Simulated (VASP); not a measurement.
# ZrSi2 (Cmcm) in VASP: notebook

Runs on ZrSi2. Level: PBEsol. Tasks: single point, relaxation of cell and atoms.

Everything below comes from runs of VASP 6.6.1. Logs are shortened: lines on timing, memory, paths and dates and some standing lists are left out, and cuts for length are marked.

### Step 1. The cell of the first run

Symmetry: Cmcm, No. 63, orthorhombic system. Conventional cell: a = 3.748 Å, b = 14.857 Å, c = 3.615 Å, α = 90.00°, β = 90.00°, γ = 90.00°. Within 3.8 Å of Zr (site symmetry m2m) lie 10 Si at 2.72 to 3.02 Å and 6 Zr at 3.62 to 3.75 Å. Within 3.2 Å of Si (site symmetry m2m) lie 2 Si at 2.41 Å and 6 Zr at 2.72 to 3.02 Å. Within 3.8 Å of Si (site symmetry m2m) lie 12 Si at 2.60 to 3.75 Å and 4 Zr at 2.82 to 2.84 Å.

### Step 2. Single point, PBEsol (biaxial strain in the a-b plane: +2.0 %, then relaxed in part)

Input file INCAR:

```
PREC     = Accurate       # precision mode
ENCUT    = 520            # plane-wave cutoff, eV
EDIFF    = 1E-7           # SCF threshold, eV
ISMEAR   = 0              # smearing method
SIGMA    = 0.1            # smearing width, eV
LREAL    = False          # projectors in reciprocal space
LASPH    = True           # aspherical terms in the spheres
NELM     = 80             # most SCF steps
ALGO     = Fast           # electronic algorithm
ISIF     = 2              # what is computed and relaxed
LWAVE    = False          # write WAVECAR
LCHARG   = False          # write CHGCAR
GGA      = PS             # functional
NBANDS   = 52             # bands
```

Input file KPOINTS:

```
regular mesh
0
Gamma
  10 4 10
```

Input file POSCAR:

```
ZrSi2
1.0
    3.7477437226      0.0000000000      0.0000000000
    0.0000000000     14.8572078322      0.0000000000
    0.0000000000      0.0000000000      3.6154424893
Zr Si
4 8
Direct
    0.0000000000      0.1054727528      0.2500000000
    0.5000000000      0.3945272472      0.7500000000
    0.5000000000      0.6054727528      0.2500000000
    0.0000000000      0.8945272472      0.7500000000
    0.0000000000      0.4464742385      0.2500000000
    0.5000000000      0.0535257615      0.7500000000
    0.5000000000      0.2490107332      0.2500000000
    0.0000000000      0.2509892668      0.7500000000
    0.5000000000      0.9464742385      0.2500000000
    0.0000000000      0.5535257615      0.7500000000
    0.0000000000      0.7490107332      0.2500000000
    0.5000000000      0.7509892668      0.7500000000
```

Potentials or basis: VASP PAW PBE potentials, release 64 (Zr_sv, Si).

Launch:

```
$ cat potpaw_PBE.64/Zr_sv/POTCAR potpaw_PBE.64/Si/POTCAR > POTCAR
$ mpirun -np 1 vasp_std > vasp.out
```

OUTCAR:

```text
PREC = Accurate
   ENCUT = 520
   EDIFF = 1E-7
   ISMEAR = 0
   LREAL = False
   LASPH = True
   NELM = 80
   ISIF = 2
   GGA = PS

 ion  position               nearest neighbor table
   1  0.000  0.105  0.250-   6 2.72   6 2.72   6 2.72   6 2.72   8 2.82   8 2.82   7 2.84   7 2.84
                             9 3.02   9 3.02   4 3.62   4 3.62
   2  0.500  0.395  0.750-   5 2.72   5 2.72   5 2.72   5 2.72   7 2.82   7 2.82   8 2.84   8 2.84
                            10 3.02  10 3.02   3 3.62   3 3.62
   3  0.500  0.605  0.250-  10 2.72  10 2.72  10 2.72  10 2.72  12 2.82  12 2.82  11 2.84  11 2.84
                             5 3.02   5 3.02   2 3.62   2 3.62
   4  0.000  0.895  0.750-   9 2.72   9 2.72   9 2.72   9 2.72  11 2.82  11 2.82  12 2.84  12 2.84
                             6 3.02   6 3.02   1 3.62   1 3.62
   5  0.000  0.446  0.250-  10 2.41  10 2.41   2 2.72   2 2.72   2 2.72   2 2.72   3 3.02   3 3.02

   6  0.500  0.054  0.750-   9 2.41   9 2.41   1 2.72   1 2.72   1 2.72   1 2.72   4 3.02   4 3.02

   7  0.500  0.249  0.250-   8 2.60   8 2.60   8 2.60   8 2.60   2 2.82   2 2.82   1 2.84   1 2.84
[... 7 lines left out ...]
  11  0.000  0.749  0.250-  12 2.60  12 2.60  12 2.60  12 2.60   4 2.82   4 2.82   3 2.84   3 2.84

  12  0.500  0.751  0.750-  11 2.60  11 2.60  11 2.60  11 2.60   3 2.82   3 2.82   4 2.84   4 2.84

  LATTYP: Found a simple orthorhombic cell.
 ALAT       =     3.6154424893
 B/A-ratio  =     1.0365933724
 C/A-ratio  =     4.1093746827

  Lattice vectors:

 A1 = (   0.0000000000,   0.0000000000,   3.6154424893)
 A2 = (   3.7477437226,   0.0000000000,   0.0000000000)
 A3 = (   0.0000000000,  14.8572078322,   0.0000000000)

Analysis of symmetry for initial positions (statically):
=====================================================================
 Subroutine PRICEL returns following result:

  LATTYP: Found a base centered orthorhombic cell.
 ALAT       =     3.7477437226
 B/A-ratio  =     3.9643073091
 C/A-ratio  =     0.9646984311

  Lattice vectors:

 A1 = (  -1.8738718613,   7.4286039161,   0.0000000000)
 A2 = (  -1.8738718613,  -7.4286039161,   0.0000000000)
 A3 = (   0.0000000000,   0.0000000000,   3.6154424893)

   2 primitive cells build up your supercell.

 Routine SETGRP: Setting up the symmetry group for a
 simple orthorhombic supercell.

 Subroutine GETGRP returns: Found  8 space group operations
 (whereof  4 operations were pure point group operations)
 out of a pool of  8 trial point group operations.

The static configuration has the point symmetry C_2h.
 The point group associated with its full space group is D_2h.

Analysis of symmetry for dynamics (positions and initial velocities):
=====================================================================
 Subroutine PRICEL returns following result:

  LATTYP: Found a base centered orthorhombic cell.
 ALAT       =     3.7477437226
 B/A-ratio  =     3.9643073091
 C/A-ratio  =     0.9646984311

  Lattice vectors:

 A1 = (  -1.8738718613,   7.4286039161,   0.0000000000)
 A2 = (  -1.8738718613,  -7.4286039161,   0.0000000000)
 A3 = (   0.0000000000,   0.0000000000,   3.6154424893)

   2 primitive cells build up your supercell.

 Routine SETGRP: Setting up the symmetry group for a
 simple orthorhombic supercell.

 Subroutine GETGRP returns: Found  8 space group operations
 (whereof  4 operations were pure point group operations)
 out of a pool of  8 trial point group operations.

The dynamic configuration has the point symmetry C_2h.
 The point group associated with its full space group is D_2h.

 Subroutine INISYM returns: Found  8 space group operations
 (whereof  4 operations are pure point group operations),
 and found     2 'primitive' translations

----------------------------------------------------------------------------------------

                                     Primitive cell

  volume of cell :     100.6557

  direct lattice vectors                    reciprocal lattice vectors
    -1.873871861  7.428603916  0.000000000    -0.266827210  0.067307398  0.000000000
    -1.873871861 -7.428603916  0.000000000    -0.266827210 -0.067307398  0.000000000
     0.000000000  0.000000000  3.615442489     0.000000000  0.000000000  0.276591317

  length of vectors
     7.661302232  7.661302232  3.615442489     0.275185475  0.275185475  0.276591317

  position of ions in fractional coordinates (direct lattice)
     0.105472753  0.894527247  0.250000000
     0.894527247  0.105472753  0.750000000
     0.446474239  0.553525761  0.250000000
     0.553525761  0.446474239  0.750000000
     0.749010733  0.250989267  0.250000000
     0.250989267  0.749010733  0.750000000

  ion indices of the primitive-cell ions
   primitive index   ion index
                 1           1
                 2           4
                 3           5
                 4          10
                 5          11
                 6           8

----------------------------------------------------------------------------------------

 KPOINTS: regular mesh

Automatic generation of k-mesh.
 Grid dimensions read from file:
 generate k-points for:   10    4   10

 Generating k-lattice:

  Cartesian coordinates                     Fractional coordinates (reciprocal lattice)
     0.026682721  0.000000000  0.000000000     0.100000000  0.000000000  0.000000000
     0.000000000  0.016826849  0.000000000     0.000000000  0.250000000  0.000000000
     0.000000000  0.000000000  0.027659132     0.000000000  0.000000000  0.100000000

  Length of vectors
     0.026682721  0.016826849  0.027659132

  Shift w.r.t. Gamma in fractional coordinates (k-lattice)
     0.000000000  0.000000000  0.000000000

 Subroutine IBZKPT returns following result:
 ===========================================

 Found    108 irreducible k-points:

 Following reciprocal coordinates:
            Coordinates               Weight
  0.000000  0.000000  0.000000      1.000000
  0.100000  0.000000  0.000000      2.000000
  0.200000  0.000000  0.000000      2.000000
  0.300000  0.000000  0.000000      2.000000
  0.400000  0.000000  0.000000      2.000000
  0.500000  0.000000  0.000000      1.000000
[... 16 lines left out ...]
  0.400000  0.000000  0.100000      4.000000
  0.500000  0.000000  0.100000      2.000000
 [... further k-points ...]
   k-points           NKPTS =    108   k-points in BZ     NKDIM =    108   number of bands    NBANDS=     52
   number of dos      NEDOS =    301   number of ions     NIONS =     12
   total plane-waves  NPLWV =  87808
   dimension x,y,z NGX =    28 NGY =  112 NGZ =   28
   dimension x,y,z NGXF=    56 NGYF=  224 NGZF=   56
   ions per type =               4   8
   NGX,Y,Z   is equivalent  to a cutoff of  12.42, 12.53, 12.88 a.u.
   NGXF,Y,Z  is equivalent  to a cutoff of  24.84, 25.06, 25.75 a.u.
 SYSTEM =  unknown system
   PREC   = accura    normal or accurate (medium, high low for compatibility)
   ISTART =      0    job   : 0-new  1-cont  2-samecut
   ICHARG =      2    charge: 1-file 2-atom 10-const
   ISPIN  =      1    spin polarized calculation?
   LNONCOLLINEAR =      F non collinear calculations
   LSORBIT =      F    spin-orbit coupling
   LASPH  =      T    aspherical Exc in radial PAW
   ENCUT  =  520.0 eV  38.22 Ry    6.18 a.u.   6.97 27.62  6.72*2*pi/ulx,y,z
   NELM   =     80;   NELMIN=  2; NELMDL= -5     # of ELM steps
   EDIFF  = 0.1E-06   stopping-criterion for ELM
   LREAL  =      F    real-space projection
   EDIFFG = 0.1E-05   stopping-criterion for IOM
   NSW    =      0    number of steps for IOM
   IBRION =     -1    ionic relax: 0-MD 1-quasi-New 2-CG
   NFREE  =      0    steps in history (QN), initial steepest desc. (CG)
   ISIF   =      2    stress and relaxation
   ISYM   =      2    0-nonsym 1-usesym 2-fastsym
   POTIM  = 0.5000    time-step for ionic-motion
   TEBEG  =    0.0;   TEEND  =   0.0 temperature during run
   PSTRESS=    0.0 pullay stress
   NELECT =      80.0000    total number of electrons
   NUPDOWN=      -1.0000    fix difference up-down
   EMIN   =  10.00;   EMAX   =-10.00  energy-range for DOS
   EFERMI =   0.00;   METHOD = LEGACY
   ISMEAR =     0;   SIGMA  =   0.10  broadening in eV -4-tet -1-fermi 0-gaus
   EFERMI_NEDOS =   21; number of points for ismear=-14 and -15
   IALGO  =     68    algorithm
   IMIX   =      4    mixing-type and parameters
     AMIX     =   0.40;   BMIX     =  1.00
     AMIX_MAG =   1.60;   BMIX_MAG =  1.00
  volume/ion in A,a.u.               =      16.78       113.21
  Fermi-wavevector in a.u.,A,eV,Ry     =   1.203599  2.274473 19.710102  1.448652
  Thomas-Fermi vector in A             =   2.339348
   LORBIT       =      0    0 simple, 1 ext, 2 COOP (PROOUT), +10 PAW based schemes
   GGA     = PS    functional components
   LHFCALC =     F    Hartree Fock is set to
   AEXX    =    0.0000 exact exchange contribution
   IVDW    =     0    specifies the selected vdW correction
   LEPSILON=     F    determine dielectric tensor
   LRPA    =     F    only Hartree local field effects (RPA)
 non-spin polarized calculation
 RMM-DIIS sequential band-by-band and
 Gauss-broadening in eV      SIGMA  =   0.10
  energy-cutoff  :      520.00
  volume of cell :      201.31
 maximum number of plane-waves:      5460
 NGX is ok and might be reduce to    28

 number of electron      80.0000000 magnetization

 Free energy of the ion-electron system (eV)
  ---------------------------------------------------
  ext. energy  EPLUGINS =         0.00000000
  ---------------------------------------------------
  free energy    TOTEN  =       -91.31148742 eV

  energy without entropy =      -91.29704209  energy(sigma->0) =      -91.30426476

 E-fermi :   9.9198     XC(G=0): -11.3470

 val. band max:        9.9023775815   @ k =   0.2000   0.0000   0.1000
 cond. band min:       9.9216419938   @ k =   0.0000   0.2500   0.5000
 fundamental gap:      0.0192644123
 Fermi energy:         9.9197745006

 k-point     1 :       0.0000    0.0000    0.0000
  band No.  band energies     occupation
      1     -38.7746      2.00000
      2     -38.7743      2.00000
      3     -38.7628      2.00000
      4     -38.7625      2.00000
      5     -17.0382      2.00000
      6     -17.0221      2.00000
[... 1309 lines left out ...]
     51      12.5140      0.00000
     52      13.6564      0.00000

 [... further k-points ...]
[... 5 lines left out ...]
  --------------------------------------------------------------------------------------
  -------------------------------------------------------------------------------------
  Total       -6.2992507     -5.2113978      0.2293727      0.0000000      0.0000000      0.0000000
  in kB      -50.1338354    -41.4759429      1.8255082      0.0000000      0.0000000      0.0000000
  external PRESSURE =     -29.9280900 kB  Pullay stress =       0.0000000 kB

 VOLUME and BASIS-vectors are now :
 -----------------------------------------------------------------------------
  energy-cutoff  :      520.00
  volume of cell :      201.31
      direct lattice vectors                 reciprocal lattice vectors
     3.747743723  0.000000000  0.000000000     0.266827210  0.000000000  0.000000000
     0.000000000 14.857207832  0.000000000     0.000000000  0.067307398  0.000000000
     0.000000000  0.000000000  3.615442489     0.000000000  0.000000000  0.276591317

 POSITION                                       TOTAL-FORCE (eV/Angst)
 -----------------------------------------------------------------------------------
      0.00000      1.56703      0.90386         0.000000     -0.001287     -0.000000
      1.87387      5.86157      2.71158        -0.000000      0.001287      0.000000
      1.87387      8.99563      0.90386        -0.000000     -0.001287     -0.000000
      0.00000     13.29018      2.71158         0.000000      0.001287      0.000000
      0.00000      6.63336      0.90386         0.000000      0.003847     -0.000000
      1.87387      0.79524      2.71158        -0.000000     -0.003847     -0.000000
      1.87387      3.69960      0.90386         0.000000     -0.001145     -0.000000
      0.00000      3.72900      2.71158         0.000000      0.001145      0.000000
      1.87387     14.06196      0.90386         0.000000      0.003847     -0.000000
      0.00000      8.22385      2.71158        -0.000000     -0.003847     -0.000000
      0.00000     11.12821      0.90386        -0.000000     -0.001145     -0.000000
      1.87387     11.15760      2.71158         0.000000      0.001145      0.000000
 -----------------------------------------------------------------------------------
    total drift:                                0.000000      0.000000      0.000000

  FREE ENERGIE OF THE ION-ELECTRON SYSTEM (eV)
  ---------------------------------------------------
  free  energy   TOTEN  =       -91.3114874170 eV

  energy  without entropy=      -91.2970420944  energy(sigma->0) =      -91.30426476
```

Wall time 62 min (1 thread of Oxide Virtual Turin-like, shared host); peak memory 0.81 GiB.

What came out:

| Property | Result |
| --- | --- |
| Free energy | -91.3115 eV |
| Pressure | -3.0 GPa |
| Largest force | 0.004 eV/Å |
| Band gap on the k mesh | zero (bands 40 and 41 overlap by 0.76 eV) |

Forces on the atoms (eV/Å):
```
Zr   0.000 -0.001  0.000
Zr   0.000  0.001  0.000
Zr   0.000 -0.001  0.000
Zr   0.000  0.001  0.000
Si   0.000  0.004  0.000
Si   0.000 -0.004  0.000
Si   0.000 -0.001  0.000
Si   0.000  0.001  0.000
Si   0.000  0.004  0.000
Si   0.000 -0.004  0.000
Si   0.000 -0.001  0.000
Si   0.000  0.001  0.000
```

Stress tensor (GPa, compression positive):
```
-5.01  0.00  0.00
 0.00 -4.15  0.00
 0.00  0.00  0.18
```

Caveat: the cell differs from its parent crystal (biaxial strain in the a-b plane: +2.0 %, then relaxed in part); the stress differs along the axes, from -5 to 0 GPa; the PAW data sets were made with another functional, which shifts forces and pressure a little.

### Step 3. Relaxation of cell and atoms, PBEsol, target pressure -1 GPa, at which the enthalpy is minimised

This run uses another cell than the first one: it holds 6 atoms, not 12.

Input file INCAR:

```
SYSTEM = ZrSi2
  PREC = Accurate
  ENCUT = 600
  EDIFF = 1E-6
  ISMEAR = 0
  SIGMA = 0.1
  LREAL = .FALSE.
  LASPH = .TRUE.
  NELM = 100
  ALGO = Fast
  ISIF = 3
  LWAVE = .FALSE.
  LCHARG = .FALSE.
  GGA = PS
  IBRION = 2
  NSW = 70
  EDIFFG = -0.008
  PSTRESS = -10.0
```

Input file KPOINTS:

```
regular mesh
0
G
  10 10 10
  0 0 0
```

Input file POSCAR:

```
ZrSi2
1.0
    1.8430948709     -7.3065944754      0.0000000000
    1.8430948709      7.3065944754      0.0000000000
    0.0000000000      0.0000000000      3.6686399605
Zr Si
2 4
Direct
    0.8952826023      0.1047173977      0.7500000000
    0.1047173977      0.8952826023      0.2500000000
    0.5539585034      0.4460414966      0.7500000000
    0.4460414966      0.5539585034      0.2500000000
    0.2502317899      0.7497682101      0.7500000000
    0.7497682101      0.2502317899      0.2500000000
```

Potentials or basis: VASP PAW PBE potentials, release 64 (Zr_sv, Si).

Launch:

```
$ cat potpaw_PBE.64/Zr_sv/POTCAR potpaw_PBE.64/Si/POTCAR > POTCAR
$ mpirun -np 1 vasp_std > vasp.out
```

Wall time 1.5 h (1 thread of Oxide Virtual Turin-like, shared host); peak memory 0.64 GiB.

The run converged. Its results:

```
Free energy                                                : -45.7102 eV
Relaxed volume                                             : 16.46 Å³/atom
Relaxed cell                                               : a = 7.542 Å, b = 7.542 Å, c = 3.665 Å, α = 90.00°, β = 90.00°, γ = 151.72°
Space group after relaxing (to 0.1 Å)                      : Cmcm (No. 63)
Energy change on relaxing (the run minimises the enthalpy) : -0.1 meV/atom
Ionic steps                                                : 9
Pressure after relaxing                                    : -1.0 GPa
Largest force after relaxing                               : 0.004 eV/Å
Band gap on the k mesh                                     : zero (bands 20 and 21 overlap by 0.98 eV)
```

Forces on the atoms (eV/Å):
```
Zr   0.000  0.000  0.000
Zr   0.000  0.000  0.000
Si   0.000  0.004  0.000
Si   0.000 -0.004  0.000
Si   0.000 -0.001  0.000
Si   0.000  0.001  0.000
```

Step by step:
```
step  energy change (eV)  largest force (eV/Å)  pressure (GPa)  volume (Å³)
   1              0.0000                0.0265           -1.16        98.81
   2             -0.0015                0.0107           -0.81        98.58
   3             -0.0011                0.0165           -0.92        98.66
   4             -0.0010                0.0170           -0.92        98.67
   5             -0.0005                0.0218           -1.04        98.74
   6             -0.0010                0.0173           -0.96        98.68
   7             -0.0010                0.0171           -0.96        98.67
   8             -0.0008                0.0113           -0.98        98.71
   9             -0.0005                0.0040           -1.03        98.76
```

Final structure:
```
Zr Si
1.0
     1.84252   -7.31322    0.00000
     1.84252    7.31322    0.00000
     0.00000    0.00000    3.66474
Zr Si
2 4
Direct
  0.89516 0.10484 0.75000
  0.10484 0.89516 0.25000
  0.55377 0.44623 0.75000
  0.44623 0.55377 0.25000
  0.25024 0.74976 0.75000
  0.74976 0.25024 0.25000
```

Levels at points of the mesh, in eV from the Fermi level:
| k point | band 16 | band 17 | band 18 | band 19 | band 20 | band 21 | band 22 | band 23 | band 24 |
| --- | --- | --- | --- | --- | --- | --- | --- | --- | --- |
| (0.00, 0.00, 0.00) | -2.45 | -2.41 | -2.39 | -2.32 | -0.01 | 1.09 | 1.36 | 1.45 | 1.60 |
| (0.50, 0.00, 0.00) | -2.59 | -1.78 | -1.55 | -0.88 | -0.48 | -0.45 | 0.95 | 0.97 | 2.10 |
| (0.50, 0.50, 0.00) | -2.75 | -2.68 | -1.87 | -1.47 | 0.38 | 1.00 | 1.15 | 1.46 | 1.72 |
| (0.00, 0.00, 0.50) | -2.47 | -1.94 | -1.94 | -0.06 | -0.06 | 0.19 | 0.19 | 1.59 | 1.59 |
| (0.50, 0.00, 0.50) | -3.80 | -3.22 | -3.22 | -2.18 | -2.18 | 2.20 | 2.20 | 3.13 | 3.13 |
| (0.50, 0.50, 0.50) | -2.98 | -2.24 | -2.24 | -0.92 | -0.92 | 0.09 | 0.09 | 2.31 | 2.31 |

Caveat: the cell is relaxed towards a set pressure, so the run minimises the enthalpy, not the energy; the PAW data sets were made with another functional, which shifts forces and pressure a little.
